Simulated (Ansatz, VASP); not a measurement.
## Two plane-wave programs on SnO2

INCAR

```
PREC     = Accurate       # precision mode
ENCUT    = 520            # plane-wave cutoff, eV
EDIFF    = 1E-7           # SCF threshold, eV
ISMEAR   = -1             # smearing method
SIGMA    = 0.02           # smearing width, eV
LREAL    = False          # projectors in reciprocal space
LASPH    = True           # aspherical terms in the spheres
NELM     = 100            # most SCF steps
ALGO     = Normal         # electronic algorithm
ISIF     = 2              # what is computed and relaxed
LWAVE    = False          # write WAVECAR
LCHARG   = False          # write CHGCAR
GGA      = PE             # functional
NBANDS   = 20             # bands
```

KPOINTS

```
Automatic mesh
0
Gamma
  8 8 8
```

POSCAR

```
SnO2
1.0
   -0.0675591192      2.4659078511      2.4659078511
    2.4659078511     -0.0675591192      2.4659078511
    2.4659078511      2.4659078511     -0.0675591192
Sn O
1 2
Direct
    0.0000000000      0.0000000000      0.0000000000
    0.2514345919      0.2514345919      0.2514345919
    0.7485654081      0.7485654081      0.7485654081
```

Input for Ansatz:

```yaml
crystal:
  lattice:
    - [-0.0675591192, 2.4659078511, 2.4659078511]
    - [2.4659078511, -0.0675591192, 2.4659078511]
    - [2.4659078511, 2.4659078511, -0.0675591192]
  atoms:
    - { symbol: Sn, position: [0.0, 0.0, 0.0] }
    - { symbol: O, position: [0.2514345919, 0.2514345919, 0.2514345919] }
    - { symbol: O, position: [0.7485654081, 0.7485654081, 0.7485654081] }
kpoints:
  mp_grid: { grid: [8, 8, 8] }
  band_path:
    path:
      - [0.0, 0.0, 0.0]
      - [0.5, 0.0, 0.5]
      - [0.625, 0.25, 0.625]
      - [0.375, 0.375, 0.75]
      - [0.5, 0.5, 0.5]
      - [0.5, 0.25, 0.75]
    npoints: 1
hamiltonian:
  xc: pbe
scf:
  occupations: { method: fermi_dirac, width: 0.02 }
  n_extra_bands: 4
output:
  forces: true
  stress: true
  eigenvalues: true
```

Change from the starting cell: shear_111 strain -4.0%.

Alike in both runs: task single point; functional PBE; k mesh 8 × 8 × 8; occupations fermi-dirac, width 0.02 eV; no spin polarisation.

|  | VASP | Ansatz |
| --- | --- | --- |
| version | VASP 6.6.1 | Ansatz 0.2.0 |
| potentials or method | VASP PAW PBE potentials, release 64 (Sn_d, O) | plane waves, PAW |
| plane-wave cutoff (eV) | 520 | 420 |
| valence electrons in the cell | 26 | 26 |

Ansatz gave:

| Property | Result |
| --- | --- |
| pressure (GPa) | 19.9 |
| traceless stress, the component that is largest in VASP (GPa) | 1.02 |
| rms of the force components (eV/Å) | 0.024 |

**Question.** Estimate VASP's values.

**Answer.** Pressure (GPa): 20.7; traceless stress, the component that is largest in VASP (GPa): 1.09; rms of the force components (eV/Å): 0.030.

Atom by atom the forces differ by 0.005 eV/Å (rms over components).
